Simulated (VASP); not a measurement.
# Si2Sn3 (P6/mmm) in VASP: single point with PBE

Aim: the single point of Si2Sn3 with PBE.

All numbers are computed with VASP 6.6.1; they aren't measurements. Logs are shortened: lines on timing, memory, paths and dates and some standing lists are left out, and cuts for length are marked.

### Step 1. The cell of the first run

It takes space group P6/mmm (No. 191, hexagonal). Conventional cell: a = 3.109 Å, b = 3.109 Å, c = 14.186 Å, α = 90.00°, β = 90.00°, γ = 120.00°. Si (site symmetry 6mm) has 7 Si at 2.39 to 3.11 Å and 1 Sn at 2.76 Å within 3.2 Å. Sn (site symmetry 6mm) has 1 Si at 2.76 Å and 7 Sn at 3.11 to 3.14 Å within 3.6 Å. Sn (site symmetry 6/mmm) has 8 Sn at 3.11 to 3.14 Å within 4.1 Å.

### Step 2. Single point, PBE

Contents of POSCAR:

```
Si2Sn3
1.0
    3.1093209176      0.0000000000      0.0000000000
   -1.5546604588      2.6927509032      0.0000000000
    0.0000000000      0.0000000000     14.1864746722
Si Sn
2 3
Direct
    0.0000000000      0.0000000000      0.5841636837
    0.0000000000      0.0000000000      0.4158363163
    0.0000000000      0.0000000000      0.7787592245
    0.0000000000      0.0000000000      0.0000000000
    0.0000000000      0.0000000000      0.2212407755
```

Contents of INCAR.step1:

```
  PREC = Accurate
  ENCUT = 520
  EDIFF = 1E-7
  ISMEAR = 0
  SIGMA = 0.1
  LREAL = F
  LASPH = T
  NELM = 80
  ALGO = Fast
  ISIF = 2
  LWAVE = F
  LCHARG = T
  GGA = PE
  NBANDS = 33
```

Contents of KPOINTS.step1:

```
Automatic mesh
0
Gamma
  12 12 4
```

Contents of INCAR.step2:

```
  PREC = Accurate
  ENCUT = 520
  EDIFF = 1E-7
  ISMEAR = -5
  SIGMA = 0.1
  LREAL = F
  LASPH = T
  NELM = 80
  ALGO = Fast
  ISIF = 2
  LWAVE = F
  LCHARG = F
  GGA = PE
  LORBIT = 10
  NBANDS = 33
  NEDOS = 1001
  ICHARG = 11
```

Contents of KPOINTS.step2:

```
Automatic mesh
0
Gamma
  18 18 6
```

Potentials or basis: VASP PAW PBE potentials, release 64 (Si, Sn_d).

Launch:

```bash
> cat potpaw_PBE.64/Si/POTCAR potpaw_PBE.64/Sn_d/POTCAR > POTCAR
> cp INCAR.step1 INCAR
> cp KPOINTS.step1 KPOINTS
> mpirun -np 1 vasp_std > vasp.out
> cp INCAR.step2 INCAR
> cp KPOINTS.step2 KPOINTS
> mpirun -np 1 vasp_std > vasp.out
```

OUTCAR:

```text
PREC = Accurate
   ENCUT = 520
   EDIFF = 1E-7
   ISMEAR = -5
   LREAL = F
   LASPH = T
   NELM = 80
   ISIF = 2
   GGA = PE
   LORBIT = 10
   ICHARG = 11

 ion  position               nearest neighbor table
   1  0.000  0.000  0.584-   2 2.39   3 2.76
   2  0.000  0.000  0.416-   1 2.39   5 2.76
   3  0.000  0.000  0.779-   1 2.76   4 3.14
   4  0.000  0.000  0.000-   3 3.14   5 3.14
   5  0.000  0.000  0.221-   2 2.76   4 3.14

  LATTYP: Found a hexagonal cell.
 ALAT       =     3.1093209176
 C/A-ratio  =     4.5625636749

  Lattice vectors:

 A1 = (   3.1093209176,   0.0000000000,   0.0000000000)
 A2 = (  -1.5546604588,   2.6927509032,   0.0000000000)
 A3 = (   0.0000000000,   0.0000000000,  14.1864746722)

Analysis of symmetry for initial positions (statically):
=====================================================================
 Subroutine PRICEL returns:
 Original cell was already a primitive cell.

 Routine SETGRP: Setting up the symmetry group for a
 hexagonal supercell.

 Subroutine GETGRP returns: Found 24 space group operations
 (whereof 24 operations were pure point group operations)
 out of a pool of 24 trial point group operations.

The static configuration has the point symmetry D_6h.

Analysis of symmetry for dynamics (positions and initial velocities):
=====================================================================
 Subroutine PRICEL returns:
 Original cell was already a primitive cell.

 Routine SETGRP: Setting up the symmetry group for a
 hexagonal supercell.

 Subroutine GETGRP returns: Found 24 space group operations
 (whereof 24 operations were pure point group operations)
 out of a pool of 24 trial point group operations.

The dynamic configuration has the point symmetry D_6h.

 Subroutine INISYM returns: Found 24 space group operations
 (whereof 24 operations are pure point group operations),
 and found     1 'primitive' translations

----------------------------------------------------------------------------------------

                                     Primitive cell

  volume of cell :     118.7781

  direct lattice vectors                    reciprocal lattice vectors
     3.109320918  0.000000000  0.000000000     0.321613634  0.185683718  0.000000000
    -1.554660459  2.692750903  0.000000000     0.000000000  0.371367436  0.000000000
     0.000000000  0.000000000 14.186474672     0.000000000  0.000000000  0.070489676

  length of vectors
     3.109320918  3.109320918 14.186474672     0.371367436  0.371367436  0.070489676

  position of ions in fractional coordinates (direct lattice)
     0.000000000  0.000000000  0.584163684
     0.000000000  0.000000000  0.415836316
     0.000000000  0.000000000  0.778759224
     0.000000000  0.000000000  0.000000000
     0.000000000  0.000000000  0.221240776

  ion indices of the primitive-cell ions
   primitive index   ion index
                 1           1
                 2           2
                 3           3
                 4           4
                 5           5

----------------------------------------------------------------------------------------

 KPOINTS: Automatic mesh

Automatic generation of k-mesh.
 Grid dimensions read from file:
 generate k-points for:   18   18    6

 Generating k-lattice:

  Cartesian coordinates                     Fractional coordinates (reciprocal lattice)
     0.017867424  0.010315762  0.000000000     0.055555556 -0.000000000  0.000000000
     0.000000000  0.020631524  0.000000000     0.000000000  0.055555556  0.000000000
     0.000000000  0.000000000  0.011748279     0.000000000  0.000000000  0.166666667

  Length of vectors
     0.020631524  0.020631524  0.011748279

  Shift w.r.t. Gamma in fractional coordinates (k-lattice)
     0.000000000  0.000000000  0.000000000

 TETIRR: Found   1977 inequivalent tetrahedra from    11664

 Subroutine IBZKPT returns following result:
 ===========================================

 Found    148 irreducible k-points:

 Following reciprocal coordinates:
            Coordinates               Weight
  0.000000  0.000000  0.000000      1.000000
  0.055556  0.000000  0.000000      6.000000
  0.111111  0.000000  0.000000      6.000000
  0.166667  0.000000  0.000000      6.000000
  0.222222  0.000000  0.000000      6.000000
  0.277778 -0.000000  0.000000      6.000000
[... 16 lines left out ...]
  0.333333  0.111111  0.000000     12.000000
  0.388889  0.111111  0.000000     12.000000
 [... further k-points ...]
   k-points           NKPTS =    148   k-points in BZ     NKDIM =    148   number of bands    NBANDS=     33
   number of dos      NEDOS =   1001   number of ions     NIONS =      5
   total plane-waves  NPLWV =  62208
   dimension x,y,z NGX =    24 NGY =   24 NGZ =  108
   dimension x,y,z NGXF=    48 NGYF=   48 NGZF=  216
   ions per type =               2   3
   NGX,Y,Z   is equivalent  to a cutoff of  12.83, 12.83, 12.66 a.u.
   NGXF,Y,Z  is equivalent  to a cutoff of  25.66, 25.66, 25.31 a.u.
 SYSTEM =  unknown system
   PREC   = accura    normal or accurate (medium, high low for compatibility)
   ISTART =      0    job   : 0-new  1-cont  2-samecut
   ICHARG =     11    charge: 1-file 2-atom 10-const
   ISPIN  =      1    spin polarized calculation?
   LNONCOLLINEAR =      F non collinear calculations
   LSORBIT =      F    spin-orbit coupling
   LASPH  =      T    aspherical Exc in radial PAW
   ENCUT  =  520.0 eV  38.22 Ry    6.18 a.u.   5.78  5.78 26.38*2*pi/ulx,y,z
   NELM   =     80;   NELMIN=  2; NELMDL=  0     # of ELM steps
   EDIFF  = 0.1E-06   stopping-criterion for ELM
   LREAL  =      F    real-space projection
   EDIFFG = 0.1E-05   stopping-criterion for IOM
   NSW    =      0    number of steps for IOM
   IBRION =     -1    ionic relax: 0-MD 1-quasi-New 2-CG
   NFREE  =      0    steps in history (QN), initial steepest desc. (CG)
   ISIF   =      2    stress and relaxation
   ISYM   =      2    0-nonsym 1-usesym 2-fastsym
   POTIM  = 0.5000    time-step for ionic-motion
   TEBEG  =    0.0;   TEEND  =   0.0 temperature during run
   PSTRESS=    0.0 pullay stress
   NELECT =      50.0000    total number of electrons
   NUPDOWN=      -1.0000    fix difference up-down
   EMIN   =  10.00;   EMAX   =-10.00  energy-range for DOS
   EFERMI =   0.00;   METHOD = LEGACY
   ISMEAR =    -5;   SIGMA  =   0.10  broadening in eV -4-tet -1-fermi 0-gaus
   EFERMI_NEDOS =   21; number of points for ismear=-14 and -15
   IALGO  =     68    algorithm
   IMIX   =      4    mixing-type and parameters
     AMIX     =   0.40;   BMIX     =  1.00
     AMIX_MAG =   1.60;   BMIX_MAG =  1.00
  volume/ion in A,a.u.               =      23.76       160.31
  Fermi-wavevector in a.u.,A,eV,Ry     =   1.226929  2.318560 20.481595  1.505355
  Thomas-Fermi vector in A             =   2.361911
   LORBIT       =     10    0 simple, 1 ext, 2 COOP (PROOUT), +10 PAW based schemes
   GGA     = PE    functional components
   LHFCALC =     F    Hartree Fock is set to
   AEXX    =    0.0000 exact exchange contribution
   IVDW    =     0    specifies the selected vdW correction
   LEPSILON=     F    determine dielectric tensor
   LRPA    =     F    only Hartree local field effects (RPA)
 non-spin polarized calculation
 RMM-DIIS sequential band-by-band and
 Fermi weights with tetrahedron method with Bloechl corrections
  energy-cutoff  :      520.00
  volume of cell :      118.78
 maximum number of plane-waves:      3221
 NGX is ok and might be reduce to    24

 number of electron      50.0000005 magnetization

 Free energy of the ion-electron system (eV)
  ---------------------------------------------------
  ext. energy  EPLUGINS =         0.00000000
  ---------------------------------------------------
  free energy    TOTEN  =       -20.49796145 eV

  energy without entropy =      -20.49796145  energy(sigma->0) =      -20.49796145

 E-fermi :   7.6564     XC(G=0): -10.2456

 val. band max:        7.7085735013   @ k =   0.2222   0.0000   0.3333
 cond. band min:       7.5496845442   @ k =   0.3333   0.3333   0.1667
 fundamental gap:     -0.1588889571
 Fermi energy:         7.6564351079

 k-point     1 :       0.0000    0.0000    0.0000
  band No.  band energies     occupation
      1     -14.0854      2.00000
      2     -13.9949      2.00000
      3     -13.9785      2.00000
      4     -13.9785      2.00000
      5     -13.9742      2.00000
      6     -13.9742      2.00000
[... 25 lines left out ...]
     32      16.2298      0.00000
     33      17.4696      0.00000

 k-point     2 :       0.0556    0.0000    0.0000
  band No.  band energies     occupation
      1     -14.0804      2.00000
      2     -13.9904      2.00000
      3     -13.9800      2.00000
      4     -13.9749      2.00000
      5     -13.9727      2.00000
      6     -13.9700      2.00000
[... 25 lines left out ...]
     32      15.9532      0.00000
     33      16.7784      0.00000

 k-point     3 :       0.1111    0.0000    0.0000
  band No.  band energies     occupation
      1     -14.0680      2.00000
      2     -13.9925      2.00000
      3     -13.9826      2.00000
      4     -13.9799      2.00000
      5     -13.9618      2.00000
      6     -13.9457      2.00000
[... 25 lines left out ...]
     32      15.3191      0.00000
     33      15.4748      0.00000

 k-point     4 :       0.1667    0.0000    0.0000
  band No.  band energies     occupation
      1     -14.0571      2.00000
      2     -14.0059      2.00000
      3     -13.9931      2.00000
      4     -13.9787      2.00000
      5     -13.9317      2.00000
      6     -13.9081      2.00000
[... 25 lines left out ...]
     32      14.5597      0.00000
     33      14.8346      0.00000

 k-point     5 :       0.2222    0.0000    0.0000
  band No.  band energies     occupation
      1     -14.0589      2.00000
      2     -14.0237      2.00000
      3     -14.0106      2.00000
      4     -13.9593      2.00000
      5     -13.8940      2.00000
      6     -13.8697      2.00000
[... 604 lines left out ...]
 k-point    22 :       0.2778    0.1111    0.0000
  band No.  band energies     occupation
      1     -14.0517      2.00000
      2     -14.0280      2.00000
      3     -14.0165      2.00000
      4     -13.9241      2.00000
      5     -13.9175      2.00000
      6     -13.8774      2.00000
[... 25 lines left out ...]
     32      11.2851      0.00000
     33      12.2699      0.00000

 k-point    23 :       0.3333    0.1111    0.0000
  band No.  band energies     occupation
      1     -14.0634      2.00000
      2     -14.0406      2.00000
      3     -14.0283      2.00000
      4     -13.9425      2.00000
      5     -13.8944      2.00000
      6     -13.8843      2.00000
[... 25 lines left out ...]
     32      11.9035      0.00000
     33      11.9512      0.00000

 k-point    24 :       0.3889    0.1111    0.0000
  band No.  band energies     occupation
      1     -14.0713      2.00000
      2     -14.0489      2.00000
      3     -14.0363      2.00000
      4     -13.9545      2.00000
      5     -13.9053      2.00000
      6     -13.8722      2.00000
[... 25 lines left out ...]
     32      11.7965      0.00000
     33      11.8485      0.00000

 [... further k-points ...]
[... 5 lines left out ...]
  --------------------------------------------------------------------------------------
  -------------------------------------------------------------------------------------
  Total        0.2128474      0.2128474      0.3442858      0.0000000      0.0000000      0.0000000
  in kB        2.8710634      2.8710634      4.6440137      0.0000000      0.0000000      0.0000000
  external PRESSURE =       3.4620468 kB  Pullay stress =       0.0000000 kB

 VOLUME and BASIS-vectors are now :
 -----------------------------------------------------------------------------
  energy-cutoff  :      520.00
  volume of cell :      118.78
      direct lattice vectors                 reciprocal lattice vectors
     3.109320918  0.000000000  0.000000000     0.321613634  0.185683718  0.000000000
    -1.554660459  2.692750903  0.000000000     0.000000000  0.371367436  0.000000000
     0.000000000  0.000000000 14.186474672     0.000000000  0.000000000  0.070489676

 POSITION                                       TOTAL-FORCE (eV/Angst)
 -----------------------------------------------------------------------------------
      0.00000      0.00000      8.28722         0.000000      0.000000      0.073030
      0.00000      0.00000      5.89925        -0.000000     -0.000000     -0.073030
      0.00000      0.00000     11.04785         0.000000     -0.000000      0.003805
      0.00000      0.00000      0.00000        -0.000000     -0.000000      0.000000
      0.00000      0.00000      3.13863         0.000000      0.000000     -0.003805
 -----------------------------------------------------------------------------------
    total drift:                               -0.000000      0.000000      0.000000

  FREE ENERGIE OF THE ION-ELECTRON SYSTEM (eV)
  ---------------------------------------------------
  free  energy   TOTEN  =       -20.4979614543 eV

  energy  without entropy=      -20.4979614543  energy(sigma->0) =      -20.49796145

 total charge

# of ion       s       p       d       tot
------------------------------------------
    1        0.831   0.688   0.000   1.519
    2        0.831   0.688   0.000   1.519
    3        1.240   1.038   9.993  12.271
    4        1.259   1.010   9.985  12.253
    5        1.240   1.038   9.993  12.271
--------------------------------------------------
tot          5.401   4.461  29.971  39.833
```

Wall time 9.1 min (1 thread of AMD EPYC 7R13 (Zen 3), shared host); peak memory 0.51 GiB.

What came out:

| Property | Result |
| --- | --- |
| Valence electrons inside the program's atomic spheres | Si 1.52; Sn 12.27, 12.25 (each value once) |

Caveat: spin-orbit coupling is left out, which moves the levels of the heavy elements; tetrahedron occupations give inexact forces and stress in metals.
